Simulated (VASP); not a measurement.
A run of VASP 6.6.1:

The input POSCAR:

```
AlNi
1.0
    2.8328540745      0.0000000000      0.0000000000
    0.0000000000      4.0062606523      0.0000000000
    0.0000000000      0.0000000000     20.0063000000
Ni Al
3 3
Direct
    0.7500000000      0.2500000000      0.3998750231
    0.7500000000      0.7500000000      0.5000000000
    0.7500000000      0.2500000000      0.6001249769
    0.2500000000      0.7500000000      0.3998750231
    0.2500000000      0.2500000000      0.5000000000
    0.2500000000      0.7500000000      0.6001249769
```

File INCAR.step1:

```
SYSTEM = AlNi
PREC = Accurate
ENCUT = 520
EDIFF = 1E-6
ISMEAR = -1
SIGMA = 0.1
LREAL = .FALSE.
LASPH = .TRUE.
NELM = 100
ALGO = Normal
ISIF = 2
LWAVE = .FALSE.
LCHARG = .TRUE.
LMAXMIX = 4
LDIPOL = .TRUE.
IDIPOL = 3
DIPOL = 0.5 0.5 0.500
GGA = CA
NBANDS = 28
```

KPOINTS.step1

```
Automatic mesh
0
G
  13 9 1
  0 0 0
```

INCAR.step2

```
SYSTEM = AlNi
PREC = Accurate
ENCUT = 520
EDIFF = 1E-6
ISMEAR = -5
SIGMA = 0.1
LREAL = .FALSE.
LASPH = .TRUE.
NELM = 100
ALGO = Normal
ISIF = 2
LWAVE = .FALSE.
LCHARG = .FALSE.
LMAXMIX = 4
LDIPOL = .TRUE.
IDIPOL = 3
DIPOL = 0.5 0.5 0.500
GGA = CA
LORBIT = 10
NBANDS = 28
NEDOS = 2001
ICHARG = 11
```

File KPOINTS.step2:

```
Automatic mesh
0
G
  20 14 1
  0 0 0
```

Potentials or basis: VASP PAW LDA potentials, release 64 (Ni, Al).

Launch:

```console
$ cat potpaw_LDA.64/Ni/POTCAR potpaw_LDA.64/Al/POTCAR > POTCAR
$ cp INCAR.step1 INCAR
$ cp KPOINTS.step1 KPOINTS
$ mpirun -np 1 vasp_std > vasp.out
$ cp INCAR.step2 INCAR
$ cp KPOINTS.step2 KPOINTS
$ mpirun -np 1 vasp_std > vasp.out
```

Hardware: 1 thread of Intel(R) Xeon(R) Platinum 8488C (Sapphire Rapids) (shared host).

Problem. Estimate the wall time of this run.

Solution. Wall time 6.5 min on 1 thread of Intel(R) Xeon(R) Platinum 8488C (Sapphire Rapids) (shared host), peak memory 0.55 GiB. Counts: k points 88.
